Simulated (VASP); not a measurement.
CoO, 2 atoms in the cell. It takes space group I4/mmm (No. 139, tetragonal). Conventional cell: a = 3.016 Å, b = 3.016 Å, c = 4.215 Å, α = 90.00°, β = 90.00°, γ = 90.00°. Co (site symmetry 4/mmm) has 6 O at 2.11 to 2.13 Å within 2.8 Å. Within 2.8 Å of O (site symmetry 4/mmm) lie 6 Co at 2.11 to 2.13 Å. 

| Property | Result |
| --- | --- |
| Program | VASP 6.6.1 |
| Task | single point |
| Functional | PBE |
| Potentials or basis | VASP PAW PBE potentials, release 64 (Co, O) |
| Cutoff | 520 eV |
| k mesh | 16 × 16 × 16 |
| Occupations | gaussian, width 0.05 eV |
| Spin | collinear spin, ferromagnetic start |
| Starting moments | [3.0, 0.0] μB |
| Dipole correction | no |
| Further INCAR settings | ALGO = Normal; EDIFF = 1e-07; NBANDS = 18 |

Potentials or basis: VASP PAW PBE potentials, release 64 (Co, O).

Command:

```sh
$ cat potpaw_PBE.64/Co/POTCAR potpaw_PBE.64/O/POTCAR > POTCAR
$ mpirun -np 1 vasp_std > vasp.out
```

Hardware: 1 thread of AMD EPYC 7R13 (shared host).

Question: How long does it take, and how much memory?

Answer: It took 12 min on 1 thread of AMD EPYC 7R13, with other jobs on the host, peak memory 0.27 GiB. Counts: scf iterations 21, k points 349.
